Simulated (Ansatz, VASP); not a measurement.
## BaPbO3: VASP beside Ansatz

```
Ba Pb O
1.0
    -3.00350    4.23800    3.03150
     3.00350   -4.23800    3.03150
     3.00350    4.23800   -3.03150
Ba Pb O
2 2 6
Direct
  0.24670 0.99670 0.25000
  0.75330 0.00330 0.75000
  0.50000 0.50000 0.00000
  0.00000 0.50000 0.50000
  0.21870 0.50000 0.21870
  0.78130 0.00000 0.28130
  0.78130 0.50000 0.78130
  0.21870 0.00000 0.71870
  0.69530 0.44530 0.25000
  0.30470 0.55470 0.75000
```

Alike in both runs: task single point; functional LDA; k mesh 4 × 4 × 4; occupations gaussian, width 0.1 eV; no spin polarisation.

```csv
,VASP,Ansatz
version,VASP 6.6.1,Ansatz 0.2.0
potentials or method,"VASP PAW LDA potentials, release 64 (Ba_sv, Pb_d, O), cutoff 520 eV","scalar-relativistic, plane waves, PAW"
valence electrons in the cell,84,84
```

Ansatz gave:

| Item | Value |
| --- | --- |
| gap on the k mesh at the Fermi level (eV) | 0.17 |
| least direct gap on the mesh (eV) | 0.17 |
| pressure (GPa) | -2.0 |
| traceless stress, the component that is largest in VASP (GPa) | -0.18 |
| rms of the force components (eV/Å) | 0.075 |

Task: Estimate VASP's values.

Result: gap on the k mesh at the Fermi level (eV): 0.19; least direct gap on the mesh (eV): 0.19; pressure (GPa): -0.9; traceless stress, the component that is largest in VASP (GPa): -0.26; rms of the force components (eV/Å): 0.055.

LDA's correlation is that of Perdew and Zunger in VASP and of Perdew and Wang (1992) in Ansatz. Atom by atom the forces differ by 0.021 eV/Å (rms over components).

Spin-orbit coupling is off throughout.
